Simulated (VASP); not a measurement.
TaN, 18 atoms in the cell. Symmetry: P-6m2, No. 187, hexagonal system. The conventional cell has a = 2.938 Å, b = 2.938 Å, c = 2.883 Å, α = 90.00°, β = 90.00°, γ = 120.00°. Ta (site symmetry -6m2) has 6 N at 2.23 Å and 2 Ta at 2.88 Å within 2.9 Å. N (site symmetry -6m2) has 6 Ta at 2.23 Å and 2 N at 2.88 Å within 2.9 Å. 

```yaml
Program: VASP 6.6.1
Task: single point
Functional: PBE
Potentials_or_basis: VASP PAW PBE potentials, release 64 (Ta_pv, N)
Cutoff: 520 eV
k_mesh: 2 × 2 × 2, shifted
Occupations: gaussian, width 0.1 eV
Spin: no spin polarisation
Dipole_correction: no
Further_INCAR_settings: LREAL = Auto; ALGO = Normal; EDIFF = 1e-07; NBANDS = 87; ISYM = 0
```

Potentials or basis: VASP PAW PBE potentials, release 64 (Ta_pv, N).

Run with:

```sh
$ cat potpaw_PBE.64/Ta_pv/POTCAR potpaw_PBE.64/N/POTCAR > POTCAR
$ mpirun -np 1 vasp_std > vasp.out
```

Hardware: 1 thread of Intel(R) Xeon(R) Platinum 8124M CPU @ 3.00GHz (Skylake/Cascade Lake) (shared host).

**Question.** Estimate the wall time of this run.

**Answer.** Run time: 2.8 min on 1 thread of Intel(R) Xeon(R) Platinum 8124M CPU @ 3.00GHz (Skylake/Cascade Lake) (shared host), peak memory 0.34 GiB. Counts: scf iterations 16, k points 4.
